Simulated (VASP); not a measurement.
# P (Cmce) in VASP: notebook, part 2 of 2

VASP 6.6.1. The steps go on from the part before.

## Step 3: Single point, PBE+D3(BJ) (16.05 Å³/atom)

This run uses another cell than the first one, of 16.05 Å³/atom.

The input, INCAR:

```
SYSTEM = P
PREC = Accurate ; ENCUT = 520
EDIFF = 1E-6 ; ISMEAR = 0
SIGMA = 0.1 ; LREAL = .FALSE.
LASPH = .TRUE. ; NELM = 100
ALGO = Normal ; ISIF = 2
LWAVE = .FALSE. ; LCHARG = .TRUE.
GGA = PE ; IVDW = 12
LELF = .TRUE. ; LVHAR = .TRUE.
NBANDS = 18
```

The input, KPOINTS:

```
Automatic mesh
0
G
  14 14 10
  0 0 0
```

The input, POSCAR:

```
P
1.0
    1.6705624177     -4.9526787718      0.0000000000
    1.6705624177      4.9526787718      0.0000000000
    0.0000000000      0.0000000000      3.8792953463
P
4
Direct
    0.8892801654      0.1107198346      0.0598774923
    0.6107198346      0.3892801654      0.5598774923
    0.1107198346      0.8892801654      0.9401225077
    0.3892801654      0.6107198346      0.4401225077
```

Potentials or basis: VASP PAW PBE potentials, release 64 (P).

Command:

```bash
$ cat potpaw_PBE.64/P/POTCAR > POTCAR
$ mpirun -np 1 vasp_std > vasp.out
```

OUTCAR:

```text
SYSTEM = P
   PREC = Accurate
   ENCUT = 520
   EDIFF = 1E-6
   ISMEAR = 0
   LREAL = .FALSE.
   LASPH = .TRUE.
   NELM = 100
   ISIF = 2
   GGA = PE
   IVDW = 12
 IVDW          = 12

 ion  position               nearest neighbor table
   1  0.889  0.111  0.060-   4 2.23   4 2.23   3 2.24   4 2.93   4 2.93
   2  0.611  0.389  0.560-   3 2.23   3 2.23   4 2.24   3 2.93   3 2.93
   3  0.111  0.889  0.940-   2 2.23   2 2.23   1 2.24   2 2.93   2 2.93
   4  0.389  0.611  0.440-   1 2.23   1 2.23   2 2.24   1 2.93   1 2.93

  LATTYP: Found a base centered orthorhombic cell.
 ALAT       =     3.3411248354
 B/A-ratio  =     2.9646774759
 C/A-ratio  =     1.1610746492

  Lattice vectors:

 A1 = (   1.6705624177,  -4.9526787718,   0.0000000000)
 A2 = (   1.6705624177,   4.9526787718,   0.0000000000)
 A3 = (   0.0000000000,   0.0000000000,   3.8792953463)

Analysis of symmetry for initial positions (statically):
=====================================================================
 Subroutine PRICEL returns:
 Original cell was already a primitive cell.

 Routine SETGRP: Setting up the symmetry group for a
[... 175 lines left out ...]

 val. band max:        8.5119316968   @ k =   0.5000   0.0714   0.0000
 cond. band min:       8.5512685852   @ k =  -0.4286   0.4286   0.3000
 fundamental gap:      0.0393368883
 Fermi energy:         8.5159241395

 k-point     1 :       0.0000    0.0000    0.0000
  band No.  band energies     occupation
      1      -7.8861      2.00000
      2      -4.0393      2.00000
      3      -0.0577      2.00000
      4       0.6610      2.00000
      5       3.1054      2.00000
      6       4.1537      2.00000
[... 481 lines left out ...]
      5       2.6225      2.00000
      6       4.0331      2.00000
[... 10 lines left out ...]
     17      15.1333      0.00000
     18      16.5138      0.00000

 [... further k-points ...]

------------------------ aborting loop because EDIFF is reached ----------------------------------------

 Edisp (eV)   -1.75416

 E8    (eV) :    -0.6631

  FORCE on cell =-STRESS in cart. coord.  units (eV):
  Direction    XX          YY          ZZ          XY          YZ          ZX
  --------------------------------------------------------------------------------------
  -------------------------------------------------------------------------------------
  Total       1.03860     0.98036     1.01077     0.00000    -0.00000     0.00000
  in kB      25.92230    24.46866    25.22773     0.00000    -0.00000     0.00000
  external pressure =       25.21 kB  Pullay stress =        0.00 kB

 VOLUME and BASIS-vectors are now :
 -----------------------------------------------------------------------------
  energy-cutoff  :      520.00
  volume of cell :       64.19
      direct lattice vectors                 reciprocal lattice vectors
     1.670562418 -4.952678772  0.000000000     0.299300400 -0.100955467  0.000000000
     1.670562418  4.952678772  0.000000000     0.299300400  0.100955467  0.000000000
     0.000000000  0.000000000  3.879295346     0.000000000  0.000000000  0.257778774

 POSITION                                       TOTAL-FORCE (eV/Angst)
 -----------------------------------------------------------------------------------
      1.67056     -3.85596      0.23228         0.000000     -0.051012      0.041404
      1.67056     -1.09672      2.17193         0.000000      0.051012      0.041404
      1.67056      3.85596      3.64701         0.000000      0.051012     -0.041404
      1.67056      1.09672      1.70737         0.000000     -0.051012     -0.041404
 -----------------------------------------------------------------------------------
    total drift:                                0.000000      0.000000     -0.000000

  FREE ENERGIE OF THE ION-ELECTRON SYSTEM (eV)
  ---------------------------------------------------
  free  energy   TOTEN  =       -22.9106485824 eV

  energy  without entropy=      -22.9083243141  energy(sigma->0) =      -22.90948645
```

OSZICAR:

```text
N       E                     dE             d eps       ncg     rms          rms(c)
DAV:   1     0.530401879415E+02    0.53040E+02   -0.85645E+03 12312   0.965E+02
DAV:   2    -0.180669280458E+02   -0.71107E+02   -0.68416E+02 16372   0.151E+02
DAV:   3    -0.212487173923E+02   -0.31818E+01   -0.31528E+01 16314   0.312E+01
DAV:   4    -0.212769977579E+02   -0.28280E-01   -0.28258E-01 15956   0.356E+00
DAV:   5    -0.212773244925E+02   -0.32673E-03   -0.32669E-03 15910   0.368E-01    0.107E+01
DAV:   6    -0.211910793718E+02    0.86245E-01   -0.48901E-02 14804   0.127E+00    0.628E+00
DAV:   7    -0.211568425325E+02    0.34237E-01   -0.81347E-02 15320   0.160E+00    0.329E-01
DAV:   8    -0.211564626013E+02    0.37993E-03   -0.98209E-03 13854   0.595E-01    0.175E-01
DAV:   9    -0.211564770956E+02   -0.14494E-04   -0.63582E-04 15800   0.142E-01    0.825E-02
DAV:  10    -0.211564791430E+02   -0.20474E-05   -0.65210E-05 15386   0.438E-02    0.348E-02
DAV:  11    -0.211564866049E+02   -0.74619E-05   -0.11151E-05 14352   0.220E-02    0.668E-03
DAV:  12    -0.211564872018E+02   -0.59695E-06   -0.52596E-07  7806   0.489E-03
   1 F= -.22910649E+02 E0= -.22909486E+02  d E =-.232427E-02
```

stdout:

```text
POSCAR found type information on POSCAR P
 POSCAR found :  1 types and       4 ions
 scaLAPACK will be used
 LDA part: xc-table for (Slater+PW92), standard interpolation
 POSCAR, INCAR and KPOINTS ok, starting setup
 FFT: planning ... GRIDC
 FFT: planning ... GRID_SOFT
 FFT: planning ... GRID
 WAVECAR not read
 entering main loop
```

Run time: 3.1 min. Hardware: 1 thread of Intel Xeon 6975P-C (Granite Rapids), shared host; peak memory 0.4 GiB.

Results:

* Free energy: -22.9106 eV
* Pressure: 2.5 GPa
* Largest force: 0.066 eV/Å
* Band gap on the k mesh: zero (bands 10 and 11 overlap by 0.57 eV)
* Dispersion energy per atom: -0.439 eV

Forces in eV/Å, atoms in the order of the input:
```
P    0.000 -0.051  0.041
P    0.000  0.051  0.041
P    0.000  0.051 -0.041
P    0.000 -0.051 -0.041
```

Stress tensor (GPa, compression positive):
```
2.59 0.00 0.00
0.00 2.45 0.00
0.00 0.00 2.52
```

## Step 4: Single point, PBE+D3(BJ) (16.58 Å³/atom)

This run uses another cell than the first one, of 16.58 Å³/atom.

The input, INCAR:

```
SYSTEM = P
PREC     = Accurate       ! precision mode
ENCUT    = 520            ! plane-wave cutoff, eV
EDIFF    = 1E-6           ! SCF threshold, eV
ISMEAR   = 0              ! smearing method
SIGMA    = 0.1            ! smearing width, eV
LREAL    = .FALSE.        ! projectors in reciprocal space
LASPH    = .TRUE.         ! aspherical terms in the spheres
NELM     = 100            ! most SCF steps
ALGO     = Normal         ! electronic algorithm
ISIF     = 2              ! what is computed and relaxed
LWAVE    = .FALSE.        ! write WAVECAR
LCHARG   = .FALSE.        ! write CHGCAR
GGA      = PE             ! functional
IVDW     = 12             ! dispersion correction
NBANDS   = 18             ! bands
```

The input, KPOINTS:

```
regular mesh
0
G
  14 14 10
  0 0 0
```

The input, POSCAR:

```
P
1.0
    1.6658541259     -4.9909116612      0.0000000000
    1.6658541259      4.9909116612      0.0000000000
    0.0000000000      0.0000000000      3.9877261172
P
4
Direct
    0.8905813691      0.1094186309      0.0646614124
    0.6094186309      0.3905813691      0.5646614124
    0.1094186309      0.8905813691      0.9353385876
    0.3905813691      0.6094186309      0.4353385876
```

Potentials or basis: VASP PAW PBE potentials, release 64 (P).

Command:

```bash
$ cat potpaw_PBE.64/P/POTCAR > POTCAR
$ mpirun -np 1 vasp_std > vasp.out
```

OUTCAR:

```text
SYSTEM = P
   PREC = Accurate
   ENCUT = 520
   EDIFF = 1E-6
   ISMEAR = 0
   LREAL = .FALSE.
   LASPH = .TRUE.
   NELM = 100
   ISIF = 2
   GGA = PE
   IVDW = 12
 IVDW          = 12

 ion  position               nearest neighbor table
   1  0.891  0.109  0.065-   4 2.23   4 2.23   3 2.24
   2  0.609  0.391  0.565-   3 2.23   3 2.23   4 2.24
   3  0.109  0.891  0.935-   2 2.23   2 2.23   1 2.24
   4  0.391  0.609  0.435-   1 2.23   1 2.23   2 2.24

  LATTYP: Found a base centered orthorhombic cell.
 ALAT       =     3.3317082518
 B/A-ratio  =     2.9960076237
 C/A-ratio  =     1.1969013538

  Lattice vectors:

 A1 = (   1.6658541259,  -4.9909116612,   0.0000000000)
 A2 = (   1.6658541259,   4.9909116612,   0.0000000000)
 A3 = (   0.0000000000,   0.0000000000,   3.9877261172)

Analysis of symmetry for initial positions (statically):
=====================================================================
 Subroutine PRICEL returns:
 Original cell was already a primitive cell.

 Routine SETGRP: Setting up the symmetry group for a
 base centered orthorhombic supercell.

 Subroutine GETGRP returns: Found  8 space group operations
 (whereof  4 operations were pure point group operations)
 out of a pool of  8 trial point group operations.

The static configuration has the point symmetry C_2h.
 The point group associated with its full space group is D_2h.

Analysis of symmetry for dynamics (positions and initial velocities):
=====================================================================
 Subroutine PRICEL returns:
 Original cell was already a primitive cell.

 Routine SETGRP: Setting up the symmetry group for a
 base centered orthorhombic supercell.

 Subroutine GETGRP returns: Found  8 space group operations
 (whereof  4 operations were pure point group operations)
 out of a pool of  8 trial point group operations.

[... 122 lines left out ...]
   IALGO  =     38    algorithm
   IMIX   =      4    mixing-type and parameters
     AMIX     =   0.40;   BMIX     =  1.00
     AMIX_MAG =   1.60;   BMIX_MAG =  1.00
  volume/ion in A,a.u.               =      16.58       111.87
  Fermi-wavevector in a.u.,A,eV,Ry     =   1.097895  2.074721 16.400099  1.205373
  Thomas-Fermi vector in A             =   2.234263
   LORBIT       =      0    0 simple, 1 ext, 2 COOP (PROOUT), +10 PAW based schemes
   GGA     = PE    functional components
   LHFCALC =     F    Hartree Fock is set to
   AEXX    =    0.0000 exact exchange contribution
   IVDW    =    12    specifies the selected vdW correction
   LEPSILON=     F    determine dielectric tensor
   LRPA    =     F    only Hartree local field effects (RPA)
 non-spin polarized calculation
 Gauss-broadening in eV      SIGMA  =   0.10
  energy-cutoff  :      520.00
  volume of cell :       66.31
 maximum number of plane-waves:      1804
   NGX = 19   NGY = 19   NGZ = 15

 number of electron      20.0000001 magnetization

 Free energy of the ion-electron system (eV)
  ---------------------------------------------------
  ext. energy  EPLUGINS =         0.00000000
  ---------------------------------------------------
  free energy    TOTEN  =       -21.24559353 eV

  energy without entropy =      -21.24396153  energy(sigma->0) =      -21.24477753

 E-fermi :   8.1309     XC(G=0): -10.5912

 val. band max:        8.1253681112   @ k =  -0.2143   0.2143   0.4000
 cond. band min:       8.1319637916   @ k =   0.4286   0.1429   0.0000
 fundamental gap:      0.0065956803
 Fermi energy:         8.1309059313

 k-point     1 :       0.0000    0.0000    0.0000
  band No.  band energies     occupation
      1      -8.1250      2.00000
      2      -4.4539      2.00000
      3      -0.6858      2.00000
      4       0.4736      2.00000
      5       2.8202      2.00000
      6       3.8896      2.00000
[... 481 lines left out ...]
      5       2.3625      2.00000
      6       3.3779      2.00000
[... 10 lines left out ...]
     17      14.6556      0.00000
     18      16.0892      0.00000

 [... further k-points ...]

------------------------ aborting loop because EDIFF is reached ----------------------------------------

 Edisp (eV)   -1.69707

 E8    (eV) :    -0.6420

  FORCE on cell =-STRESS in cart. coord.  units (eV):
  Direction    XX          YY          ZZ          XY          YZ          ZX
  --------------------------------------------------------------------------------------
  -------------------------------------------------------------------------------------
  Total       0.63771     0.58780     0.59681     0.00000    -0.00000     0.00000
  in kB      15.40859    14.20272    14.42035     0.00000    -0.00000     0.00000
  external pressure =       14.68 kB  Pullay stress =        0.00 kB

 VOLUME and BASIS-vectors are now :
 -----------------------------------------------------------------------------
  energy-cutoff  :      520.00
  volume of cell :       66.31
      direct lattice vectors                 reciprocal lattice vectors
     1.665854126 -4.990911661  0.000000000     0.300146329 -0.100182098  0.000000000
     1.665854126  4.990911661  0.000000000     0.300146329  0.100182098  0.000000000
     0.000000000  0.000000000  3.987726117     0.000000000  0.000000000  0.250769479

 POSITION                                       TOTAL-FORCE (eV/Angst)
 -----------------------------------------------------------------------------------
      1.66585     -3.89871      0.25785         0.000000     -0.051557      0.042284
      1.66585     -1.09220      2.25172         0.000000      0.051557      0.042284
      1.66585      3.89871      3.72987         0.000000      0.051557     -0.042284
      1.66585      1.09220      1.73601         0.000000     -0.051557     -0.042284
 -----------------------------------------------------------------------------------
    total drift:                                0.000000     -0.000000      0.000000

  FREE ENERGIE OF THE ION-ELECTRON SYSTEM (eV)
  ---------------------------------------------------
  free  energy   TOTEN  =       -22.9426666872 eV

  energy  without entropy=      -22.9410346865  energy(sigma->0) =      -22.94185069
```

Wall time 3 min (1 thread of Intel Xeon 6975P-C (Granite Rapids), shared host); peak memory 0.41 GiB.

What came out:

| Quantity | Value |
| --- | --- |
| Free energy | -22.9427 eV |
| Pressure | 1.5 GPa |
| Largest force | 0.067 eV/Å |
| Band gap on the k mesh | zero (bands 10 and 11 overlap by 0.33 eV) |
| Dispersion energy per atom | -0.424 eV |

Forces on the atoms (eV/Å):
```
P    0.000 -0.052  0.042
P    0.000  0.052  0.042
P    0.000  0.052 -0.042
P    0.000 -0.052 -0.042
```

## Step 5: Single point, PBE+D3(BJ) (17.11 Å³/atom)

This run uses another cell than the first one, of 17.11 Å³/atom.

The input, INCAR:

```
PREC = Accurate
ENCUT = 520
EDIFF = 1E-7
ISMEAR = 0
SIGMA = 0.1
LREAL = False
LASPH = True
NELM = 80
ALGO = Normal
ISIF = 2
LWAVE = False
LCHARG = True
GGA = PE
IVDW = 12
LELF = True
LVHAR = True
NBANDS = 18
```

The input, KPOINTS:

```
regular mesh
0
Gamma
  14 14 10
```

The input, POSCAR:

```
P
1.0
    1.6635448693     -5.0384563779      0.0000000000
    1.6635448693      5.0384563779      0.0000000000
    0.0000000000      0.0000000000      4.0818217270
P
4
Direct
    0.8920760516      0.1079239484      0.0686490365
    0.6079239484      0.3920760516      0.5686490365
    0.1079239484      0.8920760516      0.9313509635
    0.3920760516      0.6079239484      0.4313509635
```

Command:

```bash
$ cat potpaw_PBE.64/P/POTCAR > POTCAR
$ mpirun -np 1 vasp_std > vasp.out
```

It took 3.7 min on 1 thread of Intel Xeon 6975P-C (Granite Rapids), shared host; peak memory 0.41 GiB.

The run converged. Its results:

* Free energy: -22.9618 eV
* Pressure: 0.5 GPa
* Largest force: 0.063 eV/Å
* Band gap on the k mesh: zero (bands 10 and 11 overlap by 0.28 eV)
* Dispersion energy per atom: -0.411 eV

Forces on the atoms (eV/Å):
```
P    0.000 -0.047  0.042
P    0.000  0.047  0.042
P    0.000  0.047 -0.042
P    0.000 -0.047 -0.042
```

Stress tensor (GPa, compression positive):
```
0.55 0.00 0.00
0.00 0.48 0.00
0.00 0.00 0.58
```

Levels at points of the mesh, in eV from the Fermi level:
| k point | band 6 | band 7 | band 8 | band 9 | band 10 | band 11 | band 12 | band 13 | band 14 | band 15 |
| --- | --- | --- | --- | --- | --- | --- | --- | --- | --- | --- |
| (0.00, 0.00, 0.00) | -4.15 | -4.08 | -2.86 | -2.76 | -1.37 | 1.19 | 1.26 | 1.86 | 3.61 | 5.52 |
| (0.50, 0.00, 0.00) | -4.93 | -3.16 | -3.16 | -2.65 | -2.65 | 0.71 | 0.71 | 1.16 | 1.16 | 3.45 |
| (0.50, 0.50, 0.00) | -5.16 | -4.49 | -2.17 | -1.91 | -0.49 | 0.39 | 0.74 | 2.52 | 3.27 | 5.81 |
| (0.00, 0.00, 0.50) | -5.31 | -3.09 | -3.09 | -0.74 | -0.74 | 1.45 | 1.45 | 2.03 | 2.03 | 5.53 |
| (0.50, 0.00, 0.50) | -6.07 | -5.84 | -5.84 | -2.17 | -2.17 | 1.57 | 1.57 | 5.09 | 5.09 | 6.50 |
| (0.50, 0.50, 0.50) | -3.20 | -2.36 | -2.36 | -1.14 | -1.14 | 1.28 | 1.28 | 2.67 | 2.67 | 2.84 |

## Step 6: Summary

```tsv
cell	gap on the mesh (eV)	pressure (GPa)	largest force (eV/Å)
a = 5.184, b = 5.184, c = 3.775 Å, angles 90.0, 90.0, 142.3°, 4 atoms, atomic positions A	none	3.9	0.07
a = 5.227, b = 5.227, c = 3.879 Å, angles 90.0, 90.0, 142.7°, 4 atoms, atomic positions B	none	2.5	0.07
a = 5.262, b = 5.262, c = 3.988 Å, angles 90.0, 90.0, 143.1°, 4 atoms, atomic positions C	none	1.5	0.07
a = 5.306, b = 5.306, c = 4.082 Å, angles 90.0, 90.0, 143.5°, 4 atoms, atomic positions D	none	0.5	0.06
```

Alike in all rows: task single point; level PBE+D3(BJ); potentials or basis VASP PAW PBE potentials, release 64 (P); no spin polarisation; k mesh 14 × 14 × 10; cutoff (eV) 520; smearing gaussian 0.1 eV.

Caveats: the cell stands under pressure (at least some runs).

Total energies depend on the potentials used, so only differences within one code and one set of settings carry meaning.

The gap in the log of VASP goes by the Fermi energy; the results here count the filled bands.